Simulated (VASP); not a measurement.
A run of VASP 6.6.1 is set up as follows.

File INCAR:

```
PREC = Accurate
ENCUT = 500
EDIFF = 1E-6
ISMEAR = 0
SIGMA = 0.1
LREAL = F
LASPH = T
NELM = 120
ALGO = Normal
ISIF = 2
LWAVE = F
LCHARG = F
NBANDS = 18
GGA_COMPAT = F
```

The input KPOINTS:

```
Automatic mesh
0
Gamma
  6 6 6
```

File POSCAR:

```
HgPd
1.0
    3.0260000000      0.0000000000      0.0000000000
    0.0000000000      3.0260000000      0.0000000000
    0.0000000000      0.0000000000      3.7020000000
Hg Pd
1 1
Direct
    0.0000000000      0.0000000000      0.0000000000
    0.5000000000      0.5000000000      0.5000000000
```

Potentials or basis: VASP PAW LDA potentials, release 64 (Hg, Pd).

Run with:

```sh
$ cat potpaw_LDA.64/Hg/POTCAR potpaw_LDA.64/Pd/POTCAR > POTCAR
$ mpirun -np 1 vasp_std > vasp.out
```

Q: What does it give for the pressure?

A: -2.8 GPa.

Q: Predict the band gap on the k mesh.

A: Zero (bands 11 and 12 overlap by 3.59 eV).

Stress tensor (GPa, compression positive):
```
-3.06  0.00  0.00
 0.00 -3.06  0.00
 0.00  0.00 -2.38
```

Caveat: spin-orbit coupling is left out, which moves the levels of the heavy elements.
